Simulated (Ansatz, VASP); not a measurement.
# GeOs2: VASP beside Ansatz

```
Ge Os
1.0
     4.33237    0.00000    0.00000
    -2.16619    3.75195    0.00000
     0.00000    0.00000    2.87735
Ge Os
1 2
Cartesian
  0.0000 0.0000 0.0000
  0.0000 2.5013 1.4387
  2.1662 1.2506 1.4387
```

Alike in both runs: functional PBE; k mesh 6 × 6 × 6; occupations gaussian, width 0.1 eV; no spin polarisation.

Ansatz relaxed the structure, and its values are those at the end. VASP's run is a single point on that final structure, the one shown.

```csv
,VASP,Ansatz
version,VASP 6.6.1,Ansatz 0.2.0
potentials or method,"VASP PAW PBE potentials, release 64 (Ge_d, Os), cutoff 520 eV","scalar-relativistic, plane waves, PAW"
valence electrons in the cell,30,46
```

VASP gave:

```
gap on the k mesh at the Fermi level (eV) : none
pressure (GPa)                            : -0.1
```

Problem. What did Ansatz give for the same quantities?

Solution. gap on the k mesh at the Fermi level (eV): none; pressure (GPa): -0.3.

A gap of «none» marks a metal or a gap that the smearing closes. VASP's potentials hold 30 valence electrons a cell and Ansatz's 46, so a difference there can come from the potentials and not from the codes.

The k mesh is coarse, so the values compare programs but aren't converged. Spin-orbit coupling is off throughout.
